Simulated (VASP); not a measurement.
The system is Ga3Se.

```
Ga Se
1.0
     4.43246    0.00000    0.00000
     0.00000    4.43246    0.00000
     0.00000    0.00000    4.43246
Ga Se
3 1
Cartesian
  0.0000 2.2162 2.2162
  2.2162 0.0000 2.2162
  2.2162 2.2162 0.0000
  0.0000 0.0000 0.0000
```

| Property | Result |
| --- | --- |
| Program | VASP 6.6.1 |
| Task | relaxation of cell and atoms |
| Functional | PBEsol |
| Potentials or basis | VASP PAW PBE potentials, release 64 (Ga_d, Se) |
| Cutoff | 600 eV |
| k mesh | 10 × 10 × 10 |
| Occupations | gaussian, width 0.1 eV |
| Spin | no spin polarisation |

At the start: pressure -3.6 GPa; volume 21.77 Å³/atom.

**Question.** Where does the relaxation end?

**Answer.** Over 4 steps the energy falls by 23.8 meV/atom and the volume is 19.87 Å³/atom (-8.7 %); space group Pm-3m (No. 221, to 0.1 Å) before and after.

Step by step:
| step | energy change (eV) | largest force (eV/Å) | pressure (GPa) | volume (Å³) |
| --- | --- | --- | --- | --- |
| 1 | 0.0000 | 0.0000 | -3.65 | 87.08 |
| 2 | -0.0904 | 0.0000 | -0.96 | 80.99 |
| 3 | -0.0950 | 0.0000 | 0.09 | 79.32 |
| 4 | -0.0950 | 0.0000 | -0.04 | 79.47 |

Final structure:
```
Ga Se
1.0
     4.29933    0.00000    0.00000
     0.00000    4.29933    0.00000
     0.00000    0.00000    4.29933
Ga Se
3 1
Direct
  0.00000 0.50000 0.50000
  0.50000 0.00000 0.50000
  0.50000 0.50000 0.00000
  0.00000 0.00000 0.00000
```

Caveat: the PAW data sets were made with another functional, which shifts forces and pressure a little.
